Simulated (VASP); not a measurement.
Here is a VASP 6.6.1 calculation.

INCAR

```
ALGO = Normal
EDIFF = 1E-6
ENCUT = 520
GGA_COMPAT = False
ISIF = 2
ISMEAR = -1
LASPH = True
LCHARG = False
LREAL = False
LWAVE = False
NBANDS = 106
NELECT = 176.0
NELM = 120
PREC = Accurate
SIGMA = 0.01
```

Contents of KPOINTS:

```
Automatic mesh
0
Gamma
  1 1 1
  0.25 0.25 0.25
```

The input POSCAR:

```
Hf8HO16
1.0
    0.0000000000      5.0697034800      5.1017273300
    5.2943205200      0.0000000000      5.1017273300
    5.2943205200      5.0697034800      0.0000000000
Hf O H
8 16 1
Direct
    0.2459071200     -0.0062503000      0.0248423800
    0.7434157000      0.4922567900      0.5397885500
    0.2683414400      0.4720987200      0.9926651700
    0.7742985500      0.9665693400      0.4922548900
    0.2299721100      0.0144951900      0.5069463700
    0.7303778800      0.5168704000      0.0053113600
    0.2588412200      0.4827781200      0.4752848600
    0.7454752300      1.0120735400      0.9482265500
    0.0358956800      0.3209601500      0.0430193800
    0.5401625300      0.8245743900      0.5429063900
    0.4167833100      0.4565423900      0.6622301600
    0.9080130700      0.9298541200      0.1697827400
    0.1180642500      0.3740804300      0.3501354100
    0.6149276200      0.8762712100      0.8532978100
    0.3519658300      0.6402781900      0.1148208000
    0.8466339300      0.1475810900      0.6033002200
    0.1328594900      0.8543844400      0.4008929400
    0.6373591400      0.3545555800      0.9074524300
    0.4038152200      0.0844168600      0.1353740300
    0.9034469100      0.5801697500      0.6464464300
    0.2180887400      0.1531931400      0.7105368400
    0.7620772000      0.6702954800      0.2043807700
    0.0850030200      0.7855194300      0.8317931600
    0.5952399200      0.2846126700      0.3336559200
    0.8681246200      0.7524924300      0.2042924900
```

Potentials or basis: VASP PAW LDA potentials, release 64 (Hf_pv, O, H).

Launch:

```sh
$ cat potpaw_LDA.64/Hf_pv/POTCAR potpaw_LDA.64/O/POTCAR potpaw_LDA.64/H/POTCAR > POTCAR
$ mpirun -np 1 vasp_std > vasp.out
```

(1) What does it give for the largest force?

Answers

(1) 0.299 eV/Å.

Caveat: the cell carries a net charge on a neutralising background, which shifts energy and pressure.
